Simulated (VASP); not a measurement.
# YMo6: relaxation of cell and atoms with PBE

YMo6:

```
Y Mo
1.0
     7.59495    0.00000    0.00000
    -3.79747    6.57742    0.00000
     0.00000    0.00000    2.92348
Y Mo
1 6
Direct
  0.00000 0.00000 0.00000
  0.35158 0.00000 0.50000
  0.64842 0.00000 0.50000
  0.00000 0.35158 0.50000
  0.00000 0.64842 0.50000
  0.64842 0.64842 0.50000
  0.35158 0.35158 0.50000
```

The cell was built from a structure type or drawn by symmetry, and may not be a known phase.

```
Program                : VASP 6.6.1
Task                   : relaxation of cell and atoms
Functional             : PBE
Potentials or basis    : VASP PAW PBE potentials, release 64 (Y_sv, Mo_sv)
Cutoff                 : 600 eV
k mesh                 : 3 × 3 × 6
Occupations            : gaussian, width 0.1 eV
Spin                   : no spin polarisation
Dipole correction      : no
Further INCAR settings : ALGO = Fast; EDIFF = 1e-06; IBRION = 2; EDIFFG = -0.04; NSW = 90; ISIF = 3
```

- Relaxed volume: 20.59 Å³/atom
- Relaxed cell: a = 7.834 Å, b = 7.834 Å, c = 2.712 Å, α = 90.00°, β = 90.00°, γ = 120.00°
- Space group after relaxing (to 0.1 Å): P6/mmm (No. 191)
- Energy gained by relaxing: 27.0 meV/atom
- Ionic steps: 10
- Pressure after relaxing: 0.0 GPa
- Band gap on the k mesh: zero (an odd number of electrons rules out a gap without spin polarisation)

Forces in eV/Å, atoms in the order of the input:
```
Y    0.000  0.000  0.000
Mo  -0.002  0.000  0.000
Mo   0.002  0.000  0.000
Mo   0.001 -0.002  0.000
Mo  -0.001  0.002  0.000
Mo   0.001  0.002  0.000
Mo  -0.001 -0.002  0.000
```

Stress tensor (GPa, compression positive):
```
 0.03  0.00  0.00
 0.00  0.03  0.00
 0.00  0.00 -0.05
```

The path:
```csv
step,energy change (eV),largest force (eV/Å),pressure (GPa),volume (Å³)
1,0.0000,0.4524,-0.11,146.04
2,-0.0641,0.2180,-0.53,145.71
3,-0.1265,0.0507,-0.40,145.29
4,-0.1253,0.4836,0.79,144.29
5,-0.1280,0.2445,0.17,144.79
6,-0.1817,0.1294,-0.79,145.20
7,-0.1818,0.1311,-0.78,145.19
8,-0.1755,0.0541,1.85,142.26
9,-0.1861,0.1049,0.21,144.04
10,-0.1893,0.0023,0.00,144.15
```

Final structure:
```cif
data_structure
_symmetry_space_group_name_H-M 'P 1'
_symmetry_Int_Tables_number 1
_cell_length_a 7.8336
_cell_length_b 7.8336
_cell_length_c 2.7124
_cell_angle_alpha 90.000
_cell_angle_beta 90.000
_cell_angle_gamma 120.000
_cell_volume 144.15
loop_
_atom_site_label
_atom_site_type_symbol
_atom_site_fract_x
_atom_site_fract_y
_atom_site_fract_z
_atom_site_occupancy
Y1 Y 0.00000 0.00000 0.00000 1
Mo1 Mo 0.34433 0.00000 0.50000 1
Mo2 Mo 0.65567 0.00000 0.50000 1
Mo3 Mo 0.00000 0.34433 0.50000 1
Mo4 Mo 0.00000 0.65567 0.50000 1
Mo5 Mo 0.65567 0.65567 0.50000 1
Mo6 Mo 0.34433 0.34433 0.50000 1
```

Levels at points of the mesh, in eV from the Fermi level:
| k point | band 44 | band 45 | band 46 | band 47 | band 48 | band 49 |
| --- | --- | --- | --- | --- | --- | --- |
| (0.00, 0.00, 0.00) | -0.92 | -0.92 | -0.29 | 0.24 | 0.40 | 0.74 |
| (0.00, 0.00, 0.50) | -0.52 | -0.52 | -0.11 | -0.11 | 0.13 | 0.13 |

Run time: 28 min on 1 thread of Intel(R) Xeon(R) Platinum 8259CL CPU @ 2.50GHz (Skylake/Cascade Lake) (shared host), peak memory 0.38 GiB.
